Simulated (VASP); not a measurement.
# CaF (P4/nmm) in VASP: settings compared

Aim: see how the results for CaF move with the level of theory and the settings. Levels: PBE, r2SCAN. Tasks: relaxation of shape and atoms at fixed volume, single point.

Program: VASP 6.6.1. These are calculated values, not measurements. Logs are shortened: lines on timing, memory, paths and dates and some standing lists are left out, and cuts for length are marked.

## Step 1: The cell of the first run

It takes space group P4/nmm (No. 129, tetragonal). The conventional cell has a = 3.817 Å, b = 3.817 Å, c = 5.527 Å, α = 90.00°, β = 90.00°, γ = 90.00°. Ca (site symmetry 4mm) has 4 F at 2.30 Å within 3.0 Å. Within 3.0 Å of F (site symmetry -4m2) lie 4 Ca at 2.30 Å and 4 F at 2.70 Å.

## Step 2: Relaxation of shape and atoms at fixed volume, PBE (20.13 Å³/atom)

Contents of INCAR:

```
ALGO     = Normal         # electronic algorithm
EDIFF    = 1E-7           # SCF threshold, eV
EDIFFG   = -0.01          # ionic threshold
ENCUT    = 600            # plane-wave cutoff, eV
GGA      = PE             # functional
GGA_COMPAT= False        
IBRION   = 2              # ionic algorithm
ISIF     = 4              # what is computed and relaxed
ISMEAR   = 0              # smearing method
LASPH    = True           # aspherical terms in the spheres
LCHARG   = False          # write CHGCAR
LREAL    = False          # projectors in reciprocal space
LWAVE    = False          # write WAVECAR
NELM     = 120            # most SCF steps
NELMIN   = 4            
NSW      = 50             # ionic steps
PREC     = Accurate       # precision mode
SIGMA    = 0.1            # smearing width, eV
```

Contents of KPOINTS:

```
k-points
0
Gamma
  12 12 8
```

Contents of POSCAR:

```
CaF
1.0
    3.8170147939      0.0000000000      0.0000000000
    0.0000000000      3.8170147939      0.0000000000
    0.0000000000      0.0000000000      5.5266118844
Ca F
2 2
Direct
    0.5000000000      0.0000000000      0.7677238253
    0.0000000000      0.5000000000      0.2322761747
    0.0000000000      0.0000000000      0.0000000000
    0.5000000000      0.5000000000      0.0000000000
```

Potentials or basis: VASP PAW PBE potentials, release 64 (Ca_sv, F).

Command:

```bash
> cat potpaw_PBE.64/Ca_sv/POTCAR potpaw_PBE.64/F/POTCAR > POTCAR
> mpirun -np 1 vasp_std > vasp.out
```

OUTCAR:

```text
EDIFF = 1E-7
   EDIFFG = -0.01
   ENCUT = 600
   GGA = PE
   IBRION = 2
   ISIF = 4
   ISMEAR = 0
   LASPH = True
   LREAL = False
   NELM = 120
   NELMIN = 4
   NSW = 50
   PREC = Accurate

 ion  position               nearest neighbor table
   1  0.500  0.000  0.768-   3 2.30   4 2.30   4 2.30   3 2.30
   2  0.000  0.500  0.232-   3 2.30   4 2.30   3 2.30   4 2.30
   3  0.000  0.000  0.000-   1 2.30   2 2.30   2 2.30   1 2.30
   4  0.500  0.500  0.000-   1 2.30   2 2.30   1 2.30   2 2.30

  LATTYP: Found a simple tetragonal cell.
 ALAT       =     3.8170147939
 C/A-ratio  =     1.4478885157

  Lattice vectors:

 A1 = (   3.8170147939,   0.0000000000,   0.0000000000)
 A2 = (   0.0000000000,   3.8170147939,   0.0000000000)
 A3 = (   0.0000000000,   0.0000000000,   5.5266118844)

Analysis of symmetry for initial positions (statically):
=====================================================================
 Subroutine PRICEL returns:
 Original cell was already a primitive cell.

 Routine SETGRP: Setting up the symmetry group for a
 simple tetragonal supercell.

 Subroutine GETGRP returns: Found 16 space group operations
 (whereof  8 operations were pure point group operations)
 out of a pool of 16 trial point group operations.

The static configuration has the point symmetry D_2d.
 The point group associated with its full space group is D_4h.

Analysis of symmetry for dynamics (positions and initial velocities):
=====================================================================
 Subroutine PRICEL returns:
 Original cell was already a primitive cell.

 Routine SETGRP: Setting up the symmetry group for a
 simple tetragonal supercell.

 Subroutine GETGRP returns: Found 16 space group operations
 (whereof  8 operations were pure point group operations)
 out of a pool of 16 trial point group operations.

The dynamic configuration has the point symmetry D_2d.
 The point group associated with its full space group is D_4h.

 Subroutine INISYM returns: Found 16 space group operations
 (whereof  8 operations are pure point group operations),
 and found     1 'primitive' translations

----------------------------------------------------------------------------------------

                                     Primitive cell

  volume of cell :      80.5205

  direct lattice vectors                    reciprocal lattice vectors
     3.817014794  0.000000000  0.000000000     0.261984837  0.000000000  0.000000000
     0.000000000  3.817014794  0.000000000     0.000000000  0.261984837  0.000000000
     0.000000000  0.000000000  5.526611884     0.000000000  0.000000000  0.180942686

  length of vectors
     3.817014794  3.817014794  5.526611884     0.261984837  0.261984837  0.180942686

  position of ions in fractional coordinates (direct lattice)
     0.500000000  0.000000000  0.767723825
     0.000000000  0.500000000  0.232276175
     0.000000000  0.000000000  0.000000000
     0.500000000  0.500000000  0.000000000

  ion indices of the primitive-cell ions
   primitive index   ion index
                 1           1
                 2           2
                 3           3
                 4           4

----------------------------------------------------------------------------------------

 KPOINTS: k-points

Automatic generation of k-mesh.
 Grid dimensions read from file:
 generate k-points for:   12   12    8

 Generating k-lattice:

  Cartesian coordinates                     Fractional coordinates (reciprocal lattice)
     0.021832070  0.000000000  0.000000000     0.083333333  0.000000000  0.000000000
     0.000000000  0.021832070  0.000000000     0.000000000  0.083333333  0.000000000
     0.000000000  0.000000000  0.022617836     0.000000000  0.000000000  0.125000000

  Length of vectors
     0.021832070  0.021832070  0.022617836

  Shift w.r.t. Gamma in fractional coordinates (k-lattice)
     0.000000000  0.000000000  0.000000000

 Subroutine IBZKPT returns following result:
 ===========================================

 Found    140 irreducible k-points:

 Following reciprocal coordinates:
            Coordinates               Weight
  0.000000  0.000000  0.000000      1.000000
  0.083333  0.000000  0.000000      4.000000
  0.166667  0.000000  0.000000      4.000000
  0.250000  0.000000  0.000000      4.000000
  0.333333  0.000000  0.000000      4.000000
  0.416667  0.000000  0.000000      4.000000
[... 16 lines left out ...]
  0.333333  0.333333  0.000000      4.000000
  0.416667  0.333333  0.000000      8.000000
 [... further k-points ...]
   k-points           NKPTS =    140   k-points in BZ     NKDIM =    140   number of bands    NBANDS=     21
   number of dos      NEDOS =    301   number of ions     NIONS =      4
   total plane-waves  NPLWV =  43200
   dimension x,y,z NGX =    30 NGY =   30 NGZ =   48
   dimension x,y,z NGXF=    60 NGYF=   60 NGZF=   96
   ions per type =               2   2
   NGX,Y,Z   is equivalent  to a cutoff of  13.07, 13.07, 14.44 a.u.
   NGXF,Y,Z  is equivalent  to a cutoff of  26.13, 26.13, 28.88 a.u.
 SYSTEM =  unknown system
   PREC   = accura    normal or accurate (medium, high low for compatibility)
   ISTART =      0    job   : 0-new  1-cont  2-samecut
   ICHARG =      2    charge: 1-file 2-atom 10-const
   ISPIN  =      1    spin polarized calculation?
   LNONCOLLINEAR =      F non collinear calculations
   LSORBIT =      F    spin-orbit coupling
   LASPH  =      T    aspherical Exc in radial PAW
   ENCUT  =  600.0 eV  44.10 Ry    6.64 a.u.   7.62  7.62 11.04*2*pi/ulx,y,z
   NELM   =    120;   NELMIN=  4; NELMDL= -5     # of ELM steps
   EDIFF  = 0.1E-06   stopping-criterion for ELM
   LREAL  =      F    real-space projection
   EDIFFG = -.1E-01   stopping-criterion for IOM
   NSW    =     50    number of steps for IOM
   IBRION =      2    ionic relax: 0-MD 1-quasi-New 2-CG
   NFREE  =      1    steps in history (QN), initial steepest desc. (CG)
   ISIF   =      4    stress and relaxation
   ISYM   =      2    0-nonsym 1-usesym 2-fastsym
   POTIM  = 0.5000    time-step for ionic-motion
   TEBEG  =    0.0;   TEEND  =   0.0 temperature during run
   PSTRESS=    0.0 pullay stress
   NELECT =      34.0000    total number of electrons
   NUPDOWN=      -1.0000    fix difference up-down
   EMIN   =  10.00;   EMAX   =-10.00  energy-range for DOS
   EFERMI =   0.00;   METHOD = LEGACY
   ISMEAR =     0;   SIGMA  =   0.10  broadening in eV -4-tet -1-fermi 0-gaus
   EFERMI_NEDOS =   21; number of points for ismear=-14 and -15
   IALGO  =     38    algorithm
   IMIX   =      4    mixing-type and parameters
     AMIX     =   0.40;   BMIX     =  1.00
     AMIX_MAG =   1.60;   BMIX_MAG =  1.00
  volume/ion in A,a.u.               =      20.13       135.84
  Fermi-wavevector in a.u.,A,eV,Ry     =   1.228190  2.320943 20.523720  1.508451
  Thomas-Fermi vector in A             =   2.363125
   LORBIT       =      0    0 simple, 1 ext, 2 COOP (PROOUT), +10 PAW based schemes
   GGA     = PE    functional components
   LHFCALC =     F    Hartree Fock is set to
   AEXX    =    0.0000 exact exchange contribution
   IVDW    =     0    specifies the selected vdW correction
   LEPSILON=     F    determine dielectric tensor
   LRPA    =     F    only Hartree local field effects (RPA)
 conjugate gradient relaxation of ions
 non-spin polarized calculation
 Gauss-broadening in eV      SIGMA  =   0.10
  energy-cutoff  :      600.00
  volume of cell :       80.52
 maximum number of plane-waves:      2714
   NGX = 15   NGY = 15   NGZ = 23

--------------------------------------- Ionic step        1  -------------------------------------------

 number of electron      34.0000019 magnetization

 Free energy of the ion-electron system (eV)
  ---------------------------------------------------
  ext. energy  EPLUGINS =         0.00000000
  ---------------------------------------------------
  free energy    TOTEN  =       -18.96844888 eV

  energy without entropy =      -18.96339542  energy(sigma->0) =      -18.96592215

------------------------ aborting loop because EDIFF is reached ----------------------------------------

  FORCE on cell =-STRESS in cart. coord.  units (eV):
  Direction    XX          YY          ZZ          XY          YZ          ZX
  --------------------------------------------------------------------------------------
  -------------------------------------------------------------------------------------
  Total        2.3911354      2.3911354      2.3178271      0.0000000      0.0000000      0.0000000
  in kB       47.5782094     47.5782094     46.1195394      0.0000000      0.0000000      0.0000000
  external PRESSURE =      47.0919861 kB  Pullay stress =       0.0000000 kB
[... 61 lines left out ...]
  energy  without entropy=      -18.9675532951  energy(sigma->0) =      -18.97007391

--------------------------------------- Ionic step        3  -------------------------------------------

 number of electron      34.0000018 magnetization

 Free energy of the ion-electron system (eV)
  ---------------------------------------------------
  ext. energy  EPLUGINS =         0.00000000
  ---------------------------------------------------
  free energy    TOTEN  =       -18.97347536 eV

  energy without entropy =      -18.96844290  energy(sigma->0) =      -18.97095913

 E-fermi :   3.6526     XC(G=0):  -8.8170

 val. band max:        3.6501360077   @ k =   0.5000   0.2500   0.3750
 cond. band min:       3.6627130587   @ k =   0.5000   0.2500   0.5000
 fundamental gap:      0.0125770510
 Fermi energy:         3.6526110801

 k-point     1 :       0.0000    0.0000    0.0000
  band No.  band energies     occupation
      1     -38.2775      2.00000
      2     -38.2365      2.00000
      3     -22.8302      2.00000
      4     -21.9994      2.00000
      5     -19.3171      2.00000
      6     -19.3171      2.00000
[... 550 lines left out ...]
      5     -19.3216      2.00000
      6     -19.3043      2.00000
[... 13 lines left out ...]
     20       5.2118      0.00000
     21       7.4593      0.00000

 [... further k-points ...]

------------------------ aborting loop because EDIFF is reached ----------------------------------------

  FORCE on cell =-STRESS in cart. coord.  units (eV):
  Direction    XX          YY          ZZ          XY          YZ          ZX
  --------------------------------------------------------------------------------------
  -------------------------------------------------------------------------------------
  Total        2.1133469      2.1133469      2.1577524      0.0000000      0.0000000      0.0000000
  in kB       42.0508441     42.0508441     42.9344137      0.0000000      0.0000000      0.0000000
  external PRESSURE =      42.3453673 kB  Pullay stress =       0.0000000 kB
[... 19 lines left out ...]
  FREE ENERGIE OF THE ION-ELECTRON SYSTEM (eV)
  ---------------------------------------------------
  free  energy   TOTEN  =       -18.9734753629 eV

  energy  without entropy=      -18.9684429031  energy(sigma->0) =      -18.97095913

 reached required accuracy - stopping structural energy minimisation
```

It took 5.7 min on 1 thread of Oxide Virtual Turin-like, shared host; peak memory 0.36 GiB.

What came out:

```
Free energy               : -18.9735 eV
Energy gained by relaxing : 1.3 meV/atom
Ionic steps               : 3
Pressure after relaxing   : 4.2 GPa
Band gap on the k mesh    : zero (bands 17 and 18 overlap by 1.30 eV)
```

Step by step:
| step | energy change (eV) | largest force (eV/Å) | pressure (GPa) | volume (Å³) |
| --- | --- | --- | --- | --- |
| 1 | 0.0000 | 0.2453 | 4.71 | 80.52 |
| 2 | -0.0041 | 0.1031 | 4.43 | 80.52 |
| 3 | -0.0050 | 0.0016 | 4.23 | 80.52 |

Final structure:
```yaml
crystal:
  lattice:
    - [3.81895, 0.00000, 0.00000]
    - [0.00000, 3.81895, 0.00000]
    - [0.00000, 0.00000, 5.52102]
  atoms:
    - { symbol: Ca, position: [0.50000, 0.00000, 0.76405] }
    - { symbol: Ca, position: [0.00000, 0.50000, 0.23595] }
    - { symbol: F, position: [0.00000, 0.00000, 0.00000] }
    - { symbol: F, position: [0.50000, 0.50000, 0.00000] }
```

(Part 1 of 2 ends here.)

The gap in the log of VASP goes by the Fermi energy; the results here count the filled bands.